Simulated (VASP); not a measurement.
**SiO2: single point with r2SCAN**

SiO2:

```
Si O
1.0
    -4.78933    4.78933    4.78933
     4.78933   -4.78933    4.78933
     4.78933    4.78933   -4.78933
Si O
8 16
Direct
  0.31414 0.31414 0.31414
  0.00000 0.31414 0.00000
  0.00000 0.00000 0.31414
  0.31414 0.00000 0.00000
  0.00000 0.00000 0.68586
  0.68586 0.00000 0.00000
  0.00000 0.68586 0.00000
  0.68586 0.68586 0.68586
  0.50000 0.50000 0.50000
  0.00000 0.50000 0.00000
  0.00000 0.00000 0.50000
  0.50000 0.00000 0.00000
  0.19359 0.19359 0.38717
  0.19359 0.38717 0.19359
  0.80641 0.00000 0.19359
  0.00000 0.80641 0.19359
  0.38717 0.19359 0.19359
  0.19359 0.80641 0.00000
  0.80641 0.19359 0.00000
  0.19359 0.00000 0.80641
  0.61283 0.80641 0.80641
  0.80641 0.61283 0.80641
  0.00000 0.19359 0.80641
  0.80641 0.80641 0.61283
```

```
Program             : VASP 6.6.1
Task                : single point
Functional          : r2SCAN
Potentials or basis : VASP PAW PBE potentials, release 64 (Si, O)
Cutoff              : 520 eV
k mesh              : 4 × 4 × 4
Occupations         : gaussian, width 0.02 eV
Spin                : no spin polarisation
```

| Quantity | Value |
| --- | --- |
| Pressure | 11.4 GPa |
| Largest force | 0.122 eV/Å |
| Band gap on the k mesh | 6.15 eV |

Forces in eV/Å, atoms in the order of the input:
```
Si   0.070  0.070  0.070
Si   0.070 -0.070  0.070
Si   0.070  0.070 -0.070
Si  -0.070  0.070  0.070
Si  -0.070 -0.070  0.070
Si   0.070 -0.070 -0.070
Si  -0.070  0.070 -0.070
Si  -0.070 -0.070 -0.070
O    0.000  0.000  0.000
O    0.000  0.000  0.000
O    0.000  0.000  0.000
O    0.000  0.000  0.000
O   -0.015 -0.015  0.000
O   -0.015  0.000 -0.015
O   -0.015  0.000  0.015
O    0.000 -0.015  0.015
O    0.000 -0.015 -0.015
O    0.015 -0.015  0.000
O   -0.015  0.015  0.000
O    0.015  0.000 -0.015
O    0.000  0.015  0.015
O    0.015  0.000  0.015
O    0.000  0.015 -0.015
O    0.015  0.015  0.000
```

Levels at points of the mesh, in eV from the valence-band top:
| k point | band 60 | band 61 | band 62 | band 63 | band 64 | band 65 | band 66 | band 67 | band 68 | band 69 |
| --- | --- | --- | --- | --- | --- | --- | --- | --- | --- | --- |
| (0.00, 0.00, 0.00) | -1.14 | -0.03 | -0.03 | -0.03 | 0.00 | 6.15 | 8.09 | 9.70 | 9.70 | 10.25 |
| (0.50, 0.00, 0.00) | -0.39 | -0.33 | -0.26 | -0.14 | -0.01 | 6.62 | 7.99 | 8.59 | 9.34 | 9.75 |
| (0.50, 0.50, 0.50) | -0.78 | -0.78 | -0.05 | -0.05 | -0.02 | 6.83 | 8.80 | 8.80 | 8.89 | 8.89 |

Wall time 22 min on 1 thread of AMD EPYC 9R45 96-Core Processor (Zen 5), on a shared host, peak memory 0.69 GiB.

Caveat: the cell stands under pressure; the PAW data sets were made with another functional, which shifts forces and pressure a little. A k mesh can miss the band edges.
